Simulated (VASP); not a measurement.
## InAs (de600): single point with LDA

InAs (de600):

```
In As
1.0
     0.00000    3.05356    3.05356
     3.05356    0.00000    3.05356
     3.05356    3.05356    0.00000
In As
1 1
Direct
  0.25000 0.25000 0.25000
  0.00000 0.00000 0.00000
```

```yaml
Program: VASP 6.6.1
Task: single point
Functional: LDA
Potentials_or_basis: VASP PAW LDA potentials, release 64 (In_d, As)
Cutoff: 520 eV
k_mesh: 6 × 6 × 6
Occupations: gaussian, width 0.1 eV
Spin: no spin polarisation
```

The pressure is -2.0 GPa and the band gap on the k mesh is zero (filled and empty bands touch).

Levels at points of the mesh, in eV from the Fermi level:
```
           k point  band 7  band 8  band 9  band 10  band 11  band 12
(0.00, 0.00, 0.00)   -0.58   -0.03   -0.03    -0.03     3.77     3.77
(0.50, 0.00, 0.00)   -5.73   -0.99   -0.99     0.71     4.55     4.55
(0.50, 0.50, 0.00)   -5.83   -2.28   -2.28     1.43     1.91     8.78
```

Run time: 11 s on 1 thread of Intel Xeon 6975P-C, on a shared host, peak memory 0.16 GiB.

Caveat: spin-orbit coupling is left out, which moves the levels of the heavy elements.
